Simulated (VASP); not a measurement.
Write the native input for VASP 6.6.1 that does the following.

```
Task                   : electric field gradients
Functional             : PBE
Potentials or basis    : VASP PAW PBE potentials, release 64 (Cr_pv)
Cutoff                 : 520 eV
k mesh                 : 11 × 11 × 11
Occupations            : fermi-dirac, width 0.05 eV
Spin                   : collinear spin, antiferromagnetic start
Starting moments       : [-3.0, 3.0] μB
Dipole correction      : no
Further INCAR settings : ALGO = Normal; EDIFF = 1e-08; NBANDS = 23
```

The structure of Cr lies in POSCAR:

```
Cr
1.0
    2.9982963100      0.0000000000      0.0000000000
    0.0000000000      2.9982963100      0.0000000000
    0.0000000000      0.0000000000      2.9982963100
Cr
2
Direct
    0.0000000000      0.0000000000      0.0000000000
    0.5000000000      0.5000000000      0.5000000000
```

This cell differs from its parent crystal: volume scaled by 1.03.

The input as run:

INCAR

```
ALGO = Normal ; EDIFF = 1E-8
ENCUT = 520 ; GGA = PE
ISIF = 2 ; ISMEAR = -1
ISPIN = 2 ; LASPH = T
LCHARG = F ; LEFG = T
LMAXMIX = 4 ; LORBIT = 11
LREAL = F ; LWAVE = F
MAGMOM = -3 3 ; NBANDS = 23
NELM = 150 ; PREC = Accurate
SIGMA = 0.05
```

KPOINTS

```
k-points
0
Gamma
  11 11 11
```

Potentials or basis: VASP PAW PBE potentials, release 64 (Cr_pv).

The run is started by

```bash
$ cat potpaw_PBE.64/Cr_pv/POTCAR > POTCAR
$ mpirun -np 1 vasp_std > vasp.out
```

It gave:

- Pressure: -15.4 GPa
- Band gap on the k mesh: zero (filled and empty bands overlap)
- Net moment: 0.00 μB per cell
- Site moments: Cr -1.99, +1.99 μB
- Valence electrons inside the program's atomic spheres: Cr 10.78

Caveat: without QUAD_EFG the Cq values of the log hold for a quadrupole moment of 1 mb, not for the nuclei.

Run time: 43 s on 1 thread of Intel Xeon 6975P-C, on a shared host, peak memory 0.18 GiB.
